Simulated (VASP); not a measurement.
# Na (C2/c) in VASP: single point with PBEsol

Aim: the single point of Na with PBEsol.

Everything below comes from runs of VASP 6.6.1. Logs are shortened: lines on timing, memory, paths and dates and some standing lists are left out, and cuts for length are marked.

### 1 The cell of the first run

The structure is monoclinic, space group C2/c (No. 15). Conventional cell: a = 3.673 Å, b = 12.573 Å, c = 3.762 Å, α = 90.00°, β = 118.77°, γ = 90.00°. Na (site symmetry 2) has 14 Na at 3.67 to 4.50 Å within 4.8 Å.

### 2 Single point, PBEsol (38.08 Å³/atom)

The input, INCAR:

```
SYSTEM = Na
  PREC = Accurate
  ENCUT = 520
  EDIFF = 1E-6
  ISMEAR = -1
  SIGMA = 0.1
  LREAL = .FALSE.
  LASPH = .TRUE.
  NELM = 60
  ALGO = Normal
  ISIF = 2
  LWAVE = .FALSE.
  LCHARG = .FALSE.
  GGA = PS
  NBANDS = 14
```

The input, KPOINTS:

```
regular mesh
0
G
  12 12 11
  0 0 0
```

The input, POSCAR:

```
Na
1.0
   -4.4411216292      4.4496496495      1.8366626127
    4.4496496495     -4.4411216292      1.8366626127
    2.3274847248      2.3274847248     -1.8210435280
Na
2
Direct
    0.0001492966      0.9998507034      1.0000000000
    0.7498507034      0.2501492966      0.5000000000
```

Potentials or basis: VASP PAW PBE potentials, release 64 (Na_pv).

On the command line:

```
cat potpaw_PBE.64/Na_pv/POTCAR > POTCAR
mpirun -np 1 vasp_std > vasp.out
```

OUTCAR:

```text
SYSTEM = Na
   PREC = Accurate
   ENCUT = 520
   EDIFF = 1E-6
   ISMEAR = -1
   LREAL = .FALSE.
   LASPH = .TRUE.
   NELM = 60
   ISIF = 2
   GGA = PS

 ion  position               nearest neighbor table
   1  0.000  1.000  0.000-
   2  0.750  0.250  0.500-

  LATTYP: Found a base centered monoclinic cell.
 ALAT       =     3.6733450241
 B/A-ratio  =     3.4228881959
 C/A-ratio  =     1.0240596214
 COS(beta)  =    -0.4812226008

  Lattice vectors:

 A1 = (  -4.4411216292,   4.4496496495,   1.8366626127)
 A2 = (   4.4496496495,  -4.4411216292,   1.8366626127)
 A3 = (   2.3274847248,   2.3274847248,  -1.8210435280)

Analysis of symmetry for initial positions (statically):
=====================================================================
 Subroutine PRICEL returns:
 Original cell was already a primitive cell.

 Routine SETGRP: Setting up the symmetry group for a
 base centered monoclinic supercell.

 Subroutine GETGRP returns: Found  4 space group operations
 (whereof  2 operations were pure point group operations)
 out of a pool of  4 trial point group operations.

The static configuration has the point symmetry C_2 .
 The point group associated with its full space group is C_2h.

Analysis of symmetry for dynamics (positions and initial velocities):
=====================================================================
 Subroutine PRICEL returns:
 Original cell was already a primitive cell.

 Routine SETGRP: Setting up the symmetry group for a
 base centered monoclinic supercell.

 Subroutine GETGRP returns: Found  4 space group operations
 (whereof  2 operations were pure point group operations)
 out of a pool of  4 trial point group operations.

The dynamic configuration has the point symmetry C_2 .
 The point group associated with its full space group is C_2h.

 Subroutine INISYM returns: Found  4 space group operations
 (whereof  2 operations are pure point group operations),
 and found     1 'primitive' translations

----------------------------------------------------------------------------------------

                                     Primitive cell

  volume of cell :      76.1507

  direct lattice vectors                    reciprocal lattice vectors
    -4.441121629  4.449649650  1.836662613     0.050067463  0.162543644  0.271739306
     4.449649650 -4.441121629  1.836662613     0.162543644  0.050067463  0.271739306
     2.327484725  2.327484725 -1.821043528     0.214434672  0.214434672 -0.000995666

  length of vectors
     6.549524630  6.549524630  3.761724315     0.320576727  0.320576727  0.303258056

  position of ions in fractional coordinates (direct lattice)
     0.000149297  0.999850703  1.000000000
     0.749850703  0.250149297  0.500000000

  ion indices of the primitive-cell ions
   primitive index   ion index
                 1           1
                 2           2

----------------------------------------------------------------------------------------

 KPOINTS: regular mesh

Automatic generation of k-mesh.
 Grid dimensions read from file:
 generate k-points for:   12   12   11

 Generating k-lattice:

  Cartesian coordinates                     Fractional coordinates (reciprocal lattice)
     0.004172289  0.013545304  0.022644942     0.083333333 -0.000000000  0.000000000
     0.013545304  0.004172289  0.022644942    -0.000000000  0.083333333  0.000000000
     0.019494061  0.019494061 -0.000090515    -0.000000000 -0.000000000  0.090909091

  Length of vectors
     0.026714727  0.026714727  0.027568914

  Shift w.r.t. Gamma in fractional coordinates (k-lattice)
     0.000000000  0.000000000  0.000000000

 Subroutine IBZKPT returns following result:
 ===========================================

 Found    433 irreducible k-points:

 Following reciprocal coordinates:
            Coordinates               Weight
  0.000000  0.000000  0.000000      1.000000
  0.083333  0.000000  0.000000      4.000000
  0.166667  0.000000  0.000000      4.000000
  0.250000 -0.000000  0.000000      4.000000
  0.333333 -0.000000  0.000000      4.000000
  0.416667 -0.000000  0.000000      4.000000
[... 16 lines left out ...]
  0.500000  0.166667  0.000000      4.000000
 -0.416667  0.166667 -0.000000      4.000000
 [... further k-points ...]
   k-points           NKPTS =    433   k-points in BZ     NKDIM =    433   number of bands    NBANDS=     14
   number of dos      NEDOS =    301   number of ions     NIONS =      2
   total plane-waves  NPLWV =  70000
   dimension x,y,z NGX =    50 NGY =   50 NGZ =   28
   dimension x,y,z NGXF=   100 NGYF=  100 NGZF=   56
   ions per type =               2
   NGX,Y,Z   is equivalent  to a cutoff of  12.69, 12.69, 12.37 a.u.
   NGXF,Y,Z  is equivalent  to a cutoff of  25.38, 25.38, 24.75 a.u.
 SYSTEM =  Na
   PREC   = accura    normal or accurate (medium, high low for compatibility)
   ISTART =      0    job   : 0-new  1-cont  2-samecut
   ICHARG =      2    charge: 1-file 2-atom 10-const
   ISPIN  =      1    spin polarized calculation?
   LNONCOLLINEAR =      F non collinear calculations
   LSORBIT =      F    spin-orbit coupling
   LASPH  =      T    aspherical Exc in radial PAW
   ENCUT  =  520.0 eV  38.22 Ry    6.18 a.u.  12.18 12.18  6.99*2*pi/ulx,y,z
   NELM   =     60;   NELMIN=  2; NELMDL= -5     # of ELM steps
   EDIFF  = 0.1E-05   stopping-criterion for ELM
   LREAL  =      F    real-space projection
   EDIFFG = 0.1E-04   stopping-criterion for IOM
   NSW    =      0    number of steps for IOM
   IBRION =     -1    ionic relax: 0-MD 1-quasi-New 2-CG
   NFREE  =      0    steps in history (QN), initial steepest desc. (CG)
   ISIF   =      2    stress and relaxation
   ISYM   =      2    0-nonsym 1-usesym 2-fastsym
   POTIM  = 0.5000    time-step for ionic-motion
   TEBEG  =    0.0;   TEEND  =   0.0 temperature during run
   PSTRESS=    0.0 pullay stress
   NELECT =      14.0000    total number of electrons
   NUPDOWN=      -1.0000    fix difference up-down
   EMIN   =  10.00;   EMAX   =-10.00  energy-range for DOS
   EFERMI =   0.00;   METHOD = LEGACY
   ISMEAR =    -1;   SIGMA  =   0.10  broadening in eV -4-tet -1-fermi 0-gaus
   EFERMI_NEDOS =   21; number of points for ismear=-14 and -15
   IALGO  =     38    algorithm
   IMIX   =      4    mixing-type and parameters
     AMIX     =   0.40;   BMIX     =  1.00
     AMIX_MAG =   1.60;   BMIX_MAG =  1.00
  volume/ion in A,a.u.               =      38.08       256.95
  Fermi-wavevector in a.u.,A,eV,Ry     =   0.930878  1.759105 11.789916  0.866534
  Thomas-Fermi vector in A             =   2.057313
   LORBIT       =      0    0 simple, 1 ext, 2 COOP (PROOUT), +10 PAW based schemes
   GGA     = PS    functional components
   LHFCALC =     F    Hartree Fock is set to
   AEXX    =    0.0000 exact exchange contribution
   IVDW    =     0    specifies the selected vdW correction
   LEPSILON=     F    determine dielectric tensor
   LRPA    =     F    only Hartree local field effects (RPA)
 non-spin polarized calculation
  energy-cutoff  :      520.00
  volume of cell :       76.15
 maximum number of plane-waves:      2076
 NGX is ok and might be reduce to    50
   NGX = 25   NGY = 25   NGZ = 13

 number of electron      13.9999983 magnetization

 Free energy of the ion-electron system (eV)
  ---------------------------------------------------
  ext. energy  EPLUGINS =         0.00000000
  ---------------------------------------------------
  free energy    TOTEN  =        -2.79398126 eV

  energy without entropy =       -2.76146588  energy(sigma->0) =       -2.77772357

 E-fermi :   0.2303     XC(G=0):  -6.4306

 val. band max:        0.2300806120   @ k =   0.5000  -0.0000   0.3636
 cond. band min:       0.2362751743   @ k =   0.4167   0.0833   0.2727
 fundamental gap:      0.0061945623
 Fermi energy:         0.2303144349

 k-point     1 :       0.0000    0.0000    0.0000
  band No.  band energies     occupation
      1     -24.6198      2.00000
      2     -24.5921      2.00000
      3     -24.5862      2.00000
      4     -24.5858      2.00000
      5     -24.5855      2.00000
      6     -24.5855      2.00000
      7      -2.9906      2.00000
      8       0.6497      0.02973
      9       1.0066      0.00085
     10       9.9993      0.00000
     11      10.5507      0.00000
     12      10.5627      0.00000
     13      11.2473      0.00000
     14      11.2681      0.00000

 k-point     2 :       0.0833    0.0000    0.0000
  band No.  band energies     occupation
      1     -24.6191      2.00000
      2     -24.5928      2.00000
      3     -24.5878      2.00000
      4     -24.5874      2.00000
      5     -24.5865      2.00000
      6     -24.5855      2.00000
      7      -2.8798      2.00000
      8       0.5727      0.06314
      9       1.2906      0.00005
     10       9.1444      0.00000
     11       9.4675      0.00000
     12       9.8266      0.00000
     13      10.4033      0.00000
     14      11.0431      0.00000

 k-point     3 :       0.1667    0.0000    0.0000
  band No.  band energies     occupation
      1     -24.6172      2.00000
      2     -24.5957      2.00000
      3     -24.5928      2.00000
      4     -24.5912      2.00000
      5     -24.5878      2.00000
      6     -24.5859      2.00000
      7      -2.5485      2.00000
      8       0.5960      0.05032
      9       1.8847      0.00000
     10       7.3611      0.00000
     11       7.8876      0.00000
     12       8.7903      0.00000
     13       9.7261      0.00000
     14      10.3950      0.00000

 k-point     4 :       0.2500   -0.0000    0.0000
  band No.  band energies     occupation
      1     -24.6146      2.00000
      2     -24.6020      2.00000
      3     -24.5991      2.00000
      4     -24.5940      2.00000
      5     -24.5896      2.00000
      6     -24.5866      2.00000
      7      -2.0011      2.00000
      8       0.8135      0.00585
      9       2.6798      0.00000
     10       5.5207      0.00000
     11       6.3591      0.00000
     12       8.1933      0.00000
     13       8.9816      0.00000
     14       9.8360      0.00000

 k-point     5 :       0.3333   -0.0000    0.0000
  band No.  band energies     occupation
      1     -24.6131      2.00000
      2     -24.6092      2.00000
      3     -24.6040      2.00000
      4     -24.5957      2.00000
      5     -24.5917      2.00000
      6     -24.5876      2.00000
      7      -1.2440      2.00000
      8       1.2306      0.00009
      9       3.4681      0.00000
     10       4.0118      0.00000
     11       4.9996      0.00000
[... 276 lines left out ...]
 k-point    22 :       0.4167    0.1667    0.0000
  band No.  band energies     occupation
      1     -24.6161      2.00000
      2     -24.6127      2.00000
      3     -24.6033      2.00000
      4     -24.5970      2.00000
      5     -24.5935      2.00000
      6     -24.5900      2.00000
      7       0.0745      1.65229
      8       0.9859      0.00105
      9       2.0068      0.00000
     10       4.6432      0.00000
     11       6.2865      0.00000
     12       6.4177      0.00000
     13       7.6683      0.00000
     14       8.5507      0.00000

 k-point    23 :       0.5000    0.1667    0.0000
  band No.  band energies     occupation
      1     -24.6118      2.00000
      2     -24.6093      2.00000
      3     -24.6021      2.00000
      4     -24.5953      2.00000
      5     -24.5934      2.00000
      6     -24.5895      2.00000
      7      -0.9275      1.99998
      8       0.3194      0.58185
      9       3.4445      0.00000
     10       5.1751      0.00000
     11       5.8455      0.00000
     12       7.6948      0.00000
     13       7.9003      0.00000
     14       8.5545      0.00000

 k-point    24 :      -0.4167    0.1667   -0.0000
  band No.  band energies     occupation
      1     -24.6109      2.00000
      2     -24.6032      2.00000
      3     -24.5978      2.00000
      4     -24.5936      2.00000
      5     -24.5917      2.00000
      6     -24.5886      2.00000
      7      -1.7336      2.00000
      8      -0.1557      1.95876
      9       4.0632      0.00000
     10       5.2244      0.00000
     11       7.1144      0.00000
     12       8.1969      0.00000
     13       8.5071      0.00000
     14       8.8724      0.00000

 [... further k-points ...]

------------------------ aborting loop because EDIFF is reached ----------------------------------------

  FORCE on cell =-STRESS in cart. coord.  units (eV):
  Direction    XX          YY          ZZ          XY          YZ          ZX
  --------------------------------------------------------------------------------------
  -------------------------------------------------------------------------------------
  Total       -0.1098261     -0.1098261     -0.1417217      0.0422717      0.0056452      0.0056452
  in kB       -2.3106935     -2.3106935     -2.9817632      0.8893783      0.1187716      0.1187717
  external PRESSURE =      -2.5343834 kB  Pullay stress =       0.0000000 kB

 VOLUME and BASIS-vectors are now :
 -----------------------------------------------------------------------------
  energy-cutoff  :      520.00
  volume of cell :       76.15
      direct lattice vectors                 reciprocal lattice vectors
    -4.441121629  4.449649650  1.836662613     0.050067463  0.162543644  0.271739306
     4.449649650 -4.441121629  1.836662613     0.162543644  0.050067463  0.271739306
     2.327484725  2.327484725 -1.821043528     0.214434672  0.214434672 -0.000995666

 POSITION                                       TOTAL-FORCE (eV/Angst)
 -----------------------------------------------------------------------------------
      4.44832     -4.43979      1.83666        -0.000444      0.000444      0.000000
     -1.05336      3.38937      0.92614         0.000444     -0.000444     -0.000000
 -----------------------------------------------------------------------------------
    total drift:                               -0.000000     -0.000000     -0.000000

  FREE ENERGIE OF THE ION-ELECTRON SYSTEM (eV)
  ---------------------------------------------------
  free  energy   TOTEN  =        -2.7939812646 eV

  energy  without entropy=       -2.7614658778  energy(sigma->0) =       -2.77772357
```

Wall time 5.7 min (1 thread of Intel Xeon Platinum 8259CL at 2.50GHz (Skylake/Cascade Lake), shared host); peak memory 0.49 GiB.

Results:

```
Free energy            : -2.7940 eV
Pressure               : -0.3 GPa
Band gap on the k mesh : zero (bands 7 and 8 overlap by 3.82 eV)
```

Stress tensor (GPa, compression positive):
```
-0.23  0.09  0.01
 0.09 -0.23  0.01
 0.01  0.01 -0.30
```

Caveat: the PAW data sets were made with another functional, which shifts forces and pressure a little.
